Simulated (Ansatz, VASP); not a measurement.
## BAs in VASP and in Ansatz

```
B As
1.0
     0.00000    2.35533    2.35533
     2.35533    0.00000    2.35533
     2.35533    2.35533    0.00000
B As
1 1
Direct
  0.00000 0.00000 0.00000
  0.25000 0.25000 0.25000
```

Alike in both runs: task single point; functional PBE; k mesh 10 × 10 × 10; no spin polarisation.

|  | VASP | Ansatz |
| --- | --- | --- |
| version | VASP 6.6.1 | Ansatz 0.2.0 |
| potentials or method | VASP PAW PBE potentials, release 64 (B, As), cutoff 500 eV | scalar-relativistic, plane waves, PAW |
| occupations | fermi-dirac, width 0.02 eV | fermi-dirac, width 0.01 eV |
| valence electrons in the cell | 8 | 18 |

|  | VASP | Ansatz | Ansatz less VASP |
| --- | --- | --- | --- |
| gap on the k mesh at the Fermi level (eV) | 1.13 | 1.14 | +0.010 |
| pressure (GPa) | 10.1 | 9.3 | -0.81 |

VASP's potentials hold 8 valence electrons a cell and Ansatz's 18, so a difference there can come from the potentials and not from the codes.
